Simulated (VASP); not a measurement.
# CuI (F-43m) in VASP: single point with LDA

Aim: the single point of CuI with LDA.

Program: VASP 6.6.1. These are calculated values, not measurements. Logs are shortened: lines on timing, memory, paths and dates and some standing lists are left out, and cuts for length are marked.

**1. The cell of the first run**

Symmetry: F-43m, No. 216, cubic system. The conventional cell has a = 5.862 Å, b = 5.862 Å, c = 5.862 Å, α = 90.00°, β = 90.00°, γ = 90.00°. Within 3.3 Å of Cu (site symmetry -43m) lie 4 I at 2.54 Å. I (site symmetry -43m) has 4 Cu at 2.54 Å within 3.3 Å.

**2. Single point, LDA**

Input file INCAR:

```
SYSTEM = CuI
ALGO = Normal ; EDIFF = 1E-6
ENCUT = 600 ; GGA_COMPAT = .FALSE.
ISIF = 2 ; ISMEAR = -1
LASPH = .TRUE. ; LCHARG = .FALSE.
LREAL = .FALSE. ; LWAVE = .FALSE.
NBANDS = 16 ; NELM = 120
PREC = Accurate ; SIGMA = 0.1
```

Input file KPOINTS:

```
k-points
0
G
  14 14 14
  0 0 0
```

Input file POSCAR:

```
CuI
1.0
    0.0000000000      2.9309836647      2.9309836647
    2.9309836647      0.0000000000      2.9309836647
    2.9309836647      2.9309836647      0.0000000000
Cu I
1 1
Direct
    0.7500000000      0.7500000000      0.7500000000
    0.0000000000      0.0000000000      0.0000000000
```

Potentials or basis: VASP PAW LDA potentials, release 64 (Cu, I).

The run is started by

```console
cat potpaw_LDA.64/Cu/POTCAR potpaw_LDA.64/I/POTCAR > POTCAR
mpirun -np 1 vasp_std > vasp.out
```

OUTCAR:

```text
SYSTEM = CuI
   EDIFF = 1E-6
   ENCUT = 600
   ISIF = 2
   ISMEAR = -1
   LASPH = .TRUE.
   LREAL = .FALSE.
   NELM = 120
   PREC = Accurate

 ion  position               nearest neighbor table
   1  0.750  0.750  0.750-   2 2.54   2 2.54   2 2.54   2 2.54
   2  0.000  0.000  0.000-   1 2.54   1 2.54   1 2.54   1 2.54

  LATTYP: Found a face centered cubic cell.
 ALAT       =     5.8619673294

  Lattice vectors:

 A1 = (   0.0000000000,   2.9309836647,   2.9309836647)
 A2 = (   2.9309836647,   0.0000000000,   2.9309836647)
 A3 = (   2.9309836647,   2.9309836647,   0.0000000000)

Analysis of symmetry for initial positions (statically):
=====================================================================
 Subroutine PRICEL returns:
 Original cell was already a primitive cell.

 Routine SETGRP: Setting up the symmetry group for a
 face centered cubic supercell.

 Subroutine GETGRP returns: Found 24 space group operations
 (whereof 24 operations were pure point group operations)
 out of a pool of 48 trial point group operations.

The static configuration has the point symmetry T_d .

Analysis of symmetry for dynamics (positions and initial velocities):
=====================================================================
 Subroutine PRICEL returns:
 Original cell was already a primitive cell.

 Routine SETGRP: Setting up the symmetry group for a
 face centered cubic supercell.

 Subroutine GETGRP returns: Found 24 space group operations
 (whereof 24 operations were pure point group operations)
 out of a pool of 48 trial point group operations.

The dynamic configuration has the point symmetry T_d .

 Subroutine INISYM returns: Found 24 space group operations
 (whereof 24 operations are pure point group operations),
 and found     1 'primitive' translations

----------------------------------------------------------------------------------------

                                     Primitive cell

  volume of cell :      50.3582

  direct lattice vectors                    reciprocal lattice vectors
     0.000000000  2.930983665  2.930983665    -0.170591193  0.170591193  0.170591193
     2.930983665  0.000000000  2.930983665     0.170591193 -0.170591193  0.170591193
     2.930983665  2.930983665  0.000000000     0.170591193  0.170591193 -0.170591193

  length of vectors
     4.145036850  4.145036850  4.145036850     0.295472614  0.295472614  0.295472614

  position of ions in fractional coordinates (direct lattice)
     0.750000000  0.750000000  0.750000000
     0.000000000  0.000000000  0.000000000

  ion indices of the primitive-cell ions
   primitive index   ion index
                 1           1
                 2           2

----------------------------------------------------------------------------------------

 KPOINTS: k-points

Automatic generation of k-mesh.
 Grid dimensions read from file:
 generate k-points for:   14   14   14

 Generating k-lattice:

  Cartesian coordinates                     Fractional coordinates (reciprocal lattice)
    -0.012185085  0.012185085  0.012185085     0.071428571  0.000000000  0.000000000
     0.012185085 -0.012185085  0.012185085     0.000000000  0.071428571  0.000000000
     0.012185085  0.012185085 -0.012185085     0.000000000  0.000000000  0.071428571

  Length of vectors
     0.021105187  0.021105187  0.021105187

  Shift w.r.t. Gamma in fractional coordinates (k-lattice)
     0.000000000  0.000000000  0.000000000

 Subroutine IBZKPT returns following result:
 ===========================================

 Found    104 irreducible k-points:

 Following reciprocal coordinates:
            Coordinates               Weight
  0.000000  0.000000  0.000000      1.000000
  0.071429  0.000000  0.000000      8.000000
  0.142857  0.000000  0.000000      8.000000
  0.214286  0.000000  0.000000      8.000000
  0.285714  0.000000  0.000000      8.000000
  0.357143  0.000000  0.000000      8.000000
[... 16 lines left out ...]
  0.214286  0.142857  0.000000     24.000000
  0.285714  0.142857  0.000000     24.000000
 [... further k-points ...]
   k-points           NKPTS =    104   k-points in BZ     NKDIM =    104   number of bands    NBANDS=     16
   number of dos      NEDOS =    301   number of ions     NIONS =      2
   total plane-waves  NPLWV =  46656
   dimension x,y,z NGX =    36 NGY =   36 NGZ =   36
   dimension x,y,z NGXF=    72 NGYF=   72 NGZF=   72
   ions per type =               1   1
   NGX,Y,Z   is equivalent  to a cutoff of  14.44, 14.44, 14.44 a.u.
   NGXF,Y,Z  is equivalent  to a cutoff of  28.88, 28.88, 28.88 a.u.
 SYSTEM =  CuI
   PREC   = accura    normal or accurate (medium, high low for compatibility)
   ISTART =      0    job   : 0-new  1-cont  2-samecut
   ICHARG =      2    charge: 1-file 2-atom 10-const
   ISPIN  =      1    spin polarized calculation?
   LNONCOLLINEAR =      F non collinear calculations
   LSORBIT =      F    spin-orbit coupling
   LASPH  =      T    aspherical Exc in radial PAW
   ENCUT  =  600.0 eV  44.10 Ry    6.64 a.u.   8.28  8.28  8.28*2*pi/ulx,y,z
   NELM   =    120;   NELMIN=  2; NELMDL= -5     # of ELM steps
   EDIFF  = 0.1E-05   stopping-criterion for ELM
   LREAL  =      F    real-space projection
   EDIFFG = 0.1E-04   stopping-criterion for IOM
   NSW    =      0    number of steps for IOM
   IBRION =     -1    ionic relax: 0-MD 1-quasi-New 2-CG
   NFREE  =      0    steps in history (QN), initial steepest desc. (CG)
   ISIF   =      2    stress and relaxation
   ISYM   =      2    0-nonsym 1-usesym 2-fastsym
   POTIM  = 0.5000    time-step for ionic-motion
   TEBEG  =    0.0;   TEEND  =   0.0 temperature during run
   PSTRESS=    0.0 pullay stress
   NELECT =      18.0000    total number of electrons
   NUPDOWN=      -1.0000    fix difference up-down
   EMIN   =  10.00;   EMAX   =-10.00  energy-range for DOS
   EFERMI =   0.00;   METHOD = LEGACY
   ISMEAR =    -1;   SIGMA  =   0.10  broadening in eV -4-tet -1-fermi 0-gaus
   EFERMI_NEDOS =   21; number of points for ismear=-14 and -15
   IALGO  =     38    algorithm
   IMIX   =      4    mixing-type and parameters
     AMIX     =   0.40;   BMIX     =  1.00
     AMIX_MAG =   1.60;   BMIX_MAG =  1.00
  volume/ion in A,a.u.               =      25.18       169.92
  Fermi-wavevector in a.u.,A,eV,Ry     =   1.161829  2.195539 18.365783  1.349847
  Thomas-Fermi vector in A             =   2.298397
   LORBIT       =      0    0 simple, 1 ext, 2 COOP (PROOUT), +10 PAW based schemes
   GGA     = CA    functional components
   LHFCALC =     F    Hartree Fock is set to
   AEXX    =    0.0000 exact exchange contribution
   IVDW    =     0    specifies the selected vdW correction
   LEPSILON=     F    determine dielectric tensor
   LRPA    =     F    only Hartree local field effects (RPA)
 non-spin polarized calculation
  energy-cutoff  :      600.00
  volume of cell :       50.36
 maximum number of plane-waves:      1704
 NGX is ok and might be reduce to    36
   NGX = 17   NGY = 17   NGZ = 17

 number of electron      18.0000004 magnetization

 Free energy of the ion-electron system (eV)
  ---------------------------------------------------
  ext. energy  EPLUGINS =         0.00000000
  ---------------------------------------------------
  free energy    TOTEN  =        -6.99679078 eV

  energy without entropy =       -6.99677656  energy(sigma->0) =       -6.99678367

 E-fermi :   6.1530     XC(G=0):  -9.7653

 val. band max:        5.3412170387   @ k =   0.0000   0.0000   0.0000
 cond. band min:       6.6272270768   @ k =   0.0000   0.0000   0.0000
 fundamental gap:      1.2860100382
 Fermi energy:         6.1530248318

 k-point     1 :       0.0000    0.0000    0.0000
  band No.  band energies     occupation
      1      -9.2209      2.00000
      2       1.2087      2.00000
      3       1.2087      2.00000
      4       1.2087      2.00000
      5       2.9607      2.00000
      6       2.9607      2.00000
[... 8 lines left out ...]
     15      15.2010      0.00000
     16      15.2010      0.00000

 k-point     2 :       0.0714    0.0000    0.0000
  band No.  band energies     occupation
      1      -9.1904      2.00000
      2       1.1107      2.00000
      3       1.2127      2.00000
      4       1.2127      2.00000
      5       2.9577      2.00000
      6       2.9577      2.00000
[... 8 lines left out ...]
     15      14.7625      0.00000
     16      14.7625      0.00000

 k-point     3 :       0.1429    0.0000    0.0000
  band No.  band energies     occupation
      1      -9.1026      2.00000
      2       0.8312      2.00000
      3       1.2235      2.00000
      4       1.2235      2.00000
      5       2.9511      2.00000
      6       2.9511      2.00000
[... 8 lines left out ...]
     15      14.2717      0.00000
     16      14.3609      0.00000

 k-point     4 :       0.2143    0.0000    0.0000
  band No.  band energies     occupation
      1      -8.9694      2.00000
      2       0.4176      2.00000
      3       1.2376      2.00000
      4       1.2376      2.00000
      5       2.9470      2.00000
      6       2.9470      2.00000
[... 8 lines left out ...]
     15      14.0897      0.00000
     16      14.2816      0.00000
[... 324 lines left out ...]
 k-point    22 :       0.1429    0.1429    0.0000
  band No.  band energies     occupation
      1      -9.0630      2.00000
      2       0.7857      2.00000
      3       1.2006      2.00000
      4       1.2006      2.00000
      5       2.9113      2.00000
      6       2.9791      2.00000
[... 8 lines left out ...]
     15      15.0731      0.00000
     16      15.4113      0.00000

 k-point    23 :       0.2143    0.1429    0.0000
  band No.  band energies     occupation
      1      -8.9637      2.00000
      2       0.5244      2.00000
      3       1.1970      2.00000
      4       1.2015      2.00000
      5       2.8917      2.00000
      6       2.9861      2.00000
[... 8 lines left out ...]
     15      15.3177      0.00000
     16      15.6829      0.00000

 k-point    24 :       0.2857    0.1429    0.0000
  band No.  band energies     occupation
      1      -8.8280      2.00000
      2       0.1719      2.00000
      3       1.1754      2.00000
      4       1.2093      2.00000
      5       2.8840      2.00000
      6       2.9926      2.00000
[... 8 lines left out ...]
     15      15.3485      0.00000
     16      15.6556      0.00000

 [... further k-points ...]

------------------------ aborting loop because EDIFF is reached ----------------------------------------

  FORCE on cell =-STRESS in cart. coord.  units (eV):
  Direction    XX          YY          ZZ          XY          YZ          ZX
  --------------------------------------------------------------------------------------
  -------------------------------------------------------------------------------------
  Total        0.0712995      0.0712995      0.0712995      0.0000000      0.0000000      0.0000000
  in kB        2.2684392      2.2684392      2.2684392      0.0000000      0.0000000      0.0000000
  external PRESSURE =       2.2684392 kB  Pullay stress =       0.0000000 kB

 VOLUME and BASIS-vectors are now :
 -----------------------------------------------------------------------------
  energy-cutoff  :      600.00
  volume of cell :       50.36
      direct lattice vectors                 reciprocal lattice vectors
     0.000000000  2.930983665  2.930983665    -0.170591193  0.170591193  0.170591193
     2.930983665  0.000000000  2.930983665     0.170591193 -0.170591193  0.170591193
     2.930983665  2.930983665  0.000000000     0.170591193  0.170591193 -0.170591193

 POSITION                                       TOTAL-FORCE (eV/Angst)
 -----------------------------------------------------------------------------------
      4.39648      4.39648      4.39648        -0.000000      0.000000      0.000000
      0.00000      0.00000      0.00000         0.000000     -0.000000     -0.000000
 -----------------------------------------------------------------------------------
    total drift:                                0.000000      0.000000     -0.000000

  FREE ENERGIE OF THE ION-ELECTRON SYSTEM (eV)
  ---------------------------------------------------
  free  energy   TOTEN  =        -6.9967907794 eV

  energy  without entropy=       -6.9967765619  energy(sigma->0) =       -6.99678367
```

Run time: 100 s. Hardware: 1 thread of AMD EPYC 7R13 (Zen 3), shared host; peak memory 0.21 GiB.

What came out:

```
Free energy            : -6.9968 eV
Pressure               : 0.2 GPa
Band gap on the k mesh : 1.29 eV
```

Levels at points of the mesh, in eV from the valence-band top:
```csv
k point,band 7,band 8,band 9,band 10,band 11,band 12
"(0.00, 0.00, 0.00)",0.00,0.00,0.00,1.29,4.75,4.75
"(0.50, 0.00, 0.00)",-2.30,-0.90,-0.90,2.15,5.32,5.32
"(0.50, 0.50, 0.00)",-2.28,-1.93,-1.93,2.41,2.78,9.78
```

Caveat: spin-orbit coupling is left out, which moves the levels of the heavy elements. A k mesh can miss the band edges.
